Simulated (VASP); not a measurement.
# Tc (Fm-3m) in VASP: single point with PBE

Aim: the single point of Tc with PBE.

Everything below comes from runs of VASP 6.6.1. Logs are shortened: lines on timing, memory, paths and dates and some standing lists are left out, and cuts for length are marked.

## (1) The cell of the first run

The structure is cubic, space group Fm-3m (No. 225). The conventional cell has a = 3.875 Å, b = 3.875 Å, c = 3.875 Å, α = 90.00°, β = 90.00°, γ = 90.00°. Tc (site symmetry m-3m) has 12 Tc at 2.74 Å within 3.6 Å.

## (2) Single point, PBE

Contents of INCAR:

```
ALGO = Normal
EDIFF = 1E-7
ENCUT = 520
GGA = PE
ISIF = 2
ISMEAR = -1
LASPH = True
LCHARG = True
LELF = True
LREAL = False
LVHAR = True
LWAVE = False
NBANDS = 12
NELM = 100
PREC = Accurate
SIGMA = 0.13605693000000002
```

Contents of KPOINTS:

```
k-points
0
Gamma
  15 15 15
```

Contents of POSCAR:

```
Tc
1.0
    0.0000000000      1.9373496241      1.9373496241
    1.9373496241      0.0000000000      1.9373496241
    1.9373496241      1.9373496241      0.0000000000
Tc
1
Direct
    0.0000000000      0.0000000000      0.0000000000
```

Potentials or basis: VASP PAW PBE potentials, release 64 (Tc_pv).

Command:

```bash
> cat potpaw_PBE.64/Tc_pv/POTCAR > POTCAR
> mpirun -np 1 vasp_std > vasp.out
```

OUTCAR:

```text
EDIFF = 1E-7
   ENCUT = 520
   GGA = PE
   ISIF = 2
   ISMEAR = -1
   LASPH = True
   LREAL = False
   NELM = 100
   PREC = Accurate

 ion  position               nearest neighbor table
   1  0.000  0.000  0.000-

  LATTYP: Found a face centered cubic cell.
 ALAT       =     3.8746992482

  Lattice vectors:

 A1 = (   0.0000000000,   1.9373496241,   1.9373496241)
 A2 = (   1.9373496241,   0.0000000000,   1.9373496241)
 A3 = (   1.9373496241,   1.9373496241,   0.0000000000)

Analysis of symmetry for initial positions (statically):
=====================================================================
 Subroutine PRICEL returns:
 Original cell was already a primitive cell.

 Routine SETGRP: Setting up the symmetry group for a
 face centered cubic supercell.

 Subroutine GETGRP returns: Found 48 space group operations
 (whereof 48 operations were pure point group operations)
 out of a pool of 48 trial point group operations.

The static configuration has the point symmetry O_h .

Analysis of symmetry for dynamics (positions and initial velocities):
=====================================================================
 Subroutine PRICEL returns:
 Original cell was already a primitive cell.

 Routine SETGRP: Setting up the symmetry group for a
 face centered cubic supercell.

 Subroutine GETGRP returns: Found 48 space group operations
 (whereof 48 operations were pure point group operations)
 out of a pool of 48 trial point group operations.

The dynamic configuration has the point symmetry O_h .

 Subroutine INISYM returns: Found 48 space group operations
 (whereof 48 operations are pure point group operations),
 and found     1 'primitive' translations

----------------------------------------------------------------------------------------

                                     Primitive cell

  volume of cell :      14.5430

  direct lattice vectors                    reciprocal lattice vectors
     0.000000000  1.937349624  1.937349624    -0.258084547  0.258084547  0.258084547
     1.937349624  0.000000000  1.937349624     0.258084547 -0.258084547  0.258084547
     1.937349624  1.937349624  0.000000000     0.258084547  0.258084547 -0.258084547

  length of vectors
     2.739826113  2.739826113  2.739826113     0.447015548  0.447015548  0.447015548

  position of ions in fractional coordinates (direct lattice)
     0.000000000  0.000000000  0.000000000

  ion indices of the primitive-cell ions
   primitive index   ion index
                 1           1

----------------------------------------------------------------------------------------

 KPOINTS: k-points

Automatic generation of k-mesh.
 Grid dimensions read from file:
 generate k-points for:   15   15   15

 Generating k-lattice:

  Cartesian coordinates                     Fractional coordinates (reciprocal lattice)
    -0.017205636  0.017205636  0.017205636     0.066666667  0.000000000  0.000000000
     0.017205636 -0.017205636  0.017205636     0.000000000  0.066666667  0.000000000
     0.017205636  0.017205636 -0.017205636     0.000000000  0.000000000  0.066666667

  Length of vectors
     0.029801037  0.029801037  0.029801037

  Shift w.r.t. Gamma in fractional coordinates (k-lattice)
     0.000000000  0.000000000  0.000000000

 Subroutine IBZKPT returns following result:
 ===========================================

 Found    120 irreducible k-points:

 Following reciprocal coordinates:
            Coordinates               Weight
  0.000000  0.000000  0.000000      1.000000
  0.066667  0.000000  0.000000      8.000000
  0.133333  0.000000  0.000000      8.000000
  0.200000  0.000000  0.000000      8.000000
  0.266667  0.000000  0.000000      8.000000
  0.333333  0.000000  0.000000      8.000000
[... 16 lines left out ...]
  0.133333  0.133333  0.000000      6.000000
  0.200000  0.133333  0.000000     24.000000
 [... further k-points ...]
   k-points           NKPTS =    120   k-points in BZ     NKDIM =    120   number of bands    NBANDS=     12
   number of dos      NEDOS =    301   number of ions     NIONS =      1
   total plane-waves  NPLWV =   8000
   dimension x,y,z NGX =    20 NGY =   20 NGZ =   20
   dimension x,y,z NGXF=    40 NGYF=   40 NGZF=   40
   ions per type =               1
   NGX,Y,Z   is equivalent  to a cutoff of  12.14, 12.14, 12.14 a.u.
   NGXF,Y,Z  is equivalent  to a cutoff of  24.27, 24.27, 24.27 a.u.
 SYSTEM =  unknown system
   PREC   = accura    normal or accurate (medium, high low for compatibility)
   ISTART =      0    job   : 0-new  1-cont  2-samecut
   ICHARG =      2    charge: 1-file 2-atom 10-const
   ISPIN  =      1    spin polarized calculation?
   LNONCOLLINEAR =      F non collinear calculations
   LSORBIT =      F    spin-orbit coupling
   LASPH  =      T    aspherical Exc in radial PAW
   ENCUT  =  520.0 eV  38.22 Ry    6.18 a.u.   5.09  5.09  5.09*2*pi/ulx,y,z
   NELM   =    100;   NELMIN=  2; NELMDL= -5     # of ELM steps
   EDIFF  = 0.1E-06   stopping-criterion for ELM
   LREAL  =      F    real-space projection
   EDIFFG = 0.1E-05   stopping-criterion for IOM
   NSW    =      0    number of steps for IOM
   IBRION =     -1    ionic relax: 0-MD 1-quasi-New 2-CG
   NFREE  =      0    steps in history (QN), initial steepest desc. (CG)
   ISIF   =      2    stress and relaxation
   ISYM   =      2    0-nonsym 1-usesym 2-fastsym
   POTIM  = 0.5000    time-step for ionic-motion
   TEBEG  =    0.0;   TEEND  =   0.0 temperature during run
   PSTRESS=    0.0 pullay stress
   NELECT =      13.0000    total number of electrons
   NUPDOWN=      -1.0000    fix difference up-down
   EMIN   =  10.00;   EMAX   =-10.00  energy-range for DOS
   EFERMI =   0.00;   METHOD = LEGACY
   ISMEAR =    -1;   SIGMA  =   0.14  broadening in eV -4-tet -1-fermi 0-gaus
   EFERMI_NEDOS =   21; number of points for ismear=-14 and -15
   IALGO  =     38    algorithm
   IMIX   =      4    mixing-type and parameters
     AMIX     =   0.40;   BMIX     =  1.00
     AMIX_MAG =   1.60;   BMIX_MAG =  1.00
  volume/ion in A,a.u.               =      14.54        98.14
  Fermi-wavevector in a.u.,A,eV,Ry     =   1.577023  2.980141 33.837698  2.487001
  Thomas-Fermi vector in A             =   2.677768
   LORBIT       =      0    0 simple, 1 ext, 2 COOP (PROOUT), +10 PAW based schemes
   GGA     = PE    functional components
   LHFCALC =     F    Hartree Fock is set to
   AEXX    =    0.0000 exact exchange contribution
   IVDW    =     0    specifies the selected vdW correction
   LEPSILON=     F    determine dielectric tensor
   LRPA    =     F    only Hartree local field effects (RPA)
 non-spin polarized calculation
  energy-cutoff  :      520.00
  volume of cell :       14.54
 maximum number of plane-waves:       403
   NGX = 11   NGY = 11   NGZ = 11

 number of electron      12.9999999 magnetization

 Free energy of the ion-electron system (eV)
  ---------------------------------------------------
  ext. energy  EPLUGINS =         0.00000000
  ---------------------------------------------------
  free energy    TOTEN  =       -10.31663649 eV

  energy without entropy =      -10.25143239  energy(sigma->0) =      -10.28403444

 E-fermi :  12.5513     XC(G=0): -13.7045

 val. band max:       12.5401685698   @ k =   0.1333   0.1333   0.0000
 cond. band min:      12.5884640673   @ k =  -0.4000   0.0667   0.0000
 fundamental gap:      0.0482954974
 Fermi energy:        12.5513437637

 k-point     1 :       0.0000    0.0000    0.0000
  band No.  band energies     occupation
      1     -25.8022      2.00000
      2     -25.8022      2.00000
      3     -25.8022      2.00000
      4       5.1274      2.00000
      5      10.8018      1.99999
      6      10.8018      1.99999
      7      10.8018      1.99999
      8      13.3780      0.00459
      9      13.3780      0.00459
     10      26.5876      0.00000
     11      32.1240      0.00000
     12      32.1240      0.00000

 k-point     2 :       0.0667    0.0000    0.0000
  band No.  band energies     occupation
      1     -25.8578      2.00000
      2     -25.8093      2.00000
      3     -25.8093      2.00000
      4       5.3147      2.00000
      5      10.6910      2.00000
      6      10.8835      1.99999
      7      10.8835      1.99999
      8      13.3197      0.00703
      9      13.3197      0.00703
     10      26.9252      0.00000
     11      31.2889      0.00000
     12      32.4449      0.00000

 k-point     3 :       0.1333    0.0000    0.0000
  band No.  band energies     occupation
      1     -26.0133      2.00000
      2     -25.8291      2.00000
      3     -25.8291      2.00000
      4       5.8365      2.00000
      5      10.4348      2.00000
      6      11.0800      1.99996
      7      11.0800      1.99996
      8      13.2132      0.01531
      9      13.2132      0.01531
     10      27.7989      0.00000
     11      29.7522      0.00000
     12      33.3683      0.00000
[... 286 lines left out ...]
 k-point    23 :       0.1333    0.1333    0.0000
  band No.  band energies     occupation
      1     -26.0071      2.00000
      2     -25.8758      2.00000
      3     -25.8758      2.00000
      4       6.0742      2.00000
      5      10.0431      2.00000
      6      11.3727      1.99965
      7      11.3727      1.99965
      8      12.5402      1.04105
      9      13.6606      0.00058
     10      28.3048      0.00000
     11      30.7023      0.00000
     12      32.5746      0.00000

 k-point    24 :       0.2000    0.1333    0.0000
  band No.  band energies     occupation
      1     -26.1533      2.00000
      2     -25.9129      2.00000
      3     -25.9029      2.00000
      4       6.6275      2.00000
      5       9.7201      2.00000
      6      11.5339      1.99887
      7      11.6499      1.99735
      8      12.4010      1.50234
      9      13.8118      0.00019
     10      29.2526      0.00000
     11      29.7821      0.00000
     12      32.8643      0.00000

 [... further k-points ...]
[... 5 lines left out ...]
  --------------------------------------------------------------------------------------
  -------------------------------------------------------------------------------------
  Total       -0.0986671     -0.0986671     -0.0986671     -0.0000000      0.0000000      0.0000000
  in kB      -10.8699826    -10.8699826    -10.8699826     -0.0000000      0.0000000      0.0000000
  external PRESSURE =     -10.8699826 kB  Pullay stress =       0.0000000 kB

 VOLUME and BASIS-vectors are now :
 -----------------------------------------------------------------------------
  energy-cutoff  :      520.00
  volume of cell :       14.54
      direct lattice vectors                 reciprocal lattice vectors
     0.000000000  1.937349624  1.937349624    -0.258084547  0.258084547  0.258084547
     1.937349624  0.000000000  1.937349624     0.258084547 -0.258084547  0.258084547
     1.937349624  1.937349624  0.000000000     0.258084547  0.258084547 -0.258084547

 POSITION                                       TOTAL-FORCE (eV/Angst)
 -----------------------------------------------------------------------------------
      0.00000      0.00000      0.00000         0.000000      0.000000      0.000000
 -----------------------------------------------------------------------------------
    total drift:                                0.000000      0.000000      0.000000

  FREE ENERGIE OF THE ION-ELECTRON SYSTEM (eV)
  ---------------------------------------------------
  free  energy   TOTEN  =       -10.3166364867 eV

  energy  without entropy=      -10.2514323894  energy(sigma->0) =      -10.28403444
```

Wall time 7.2 s (1 thread of Intel Xeon 6975P-C (Granite Rapids), shared host); peak memory 0.13 GiB.

Results:

```yaml
Free_energy: -10.3166 eV
Pressure: -1.1 GPa
```
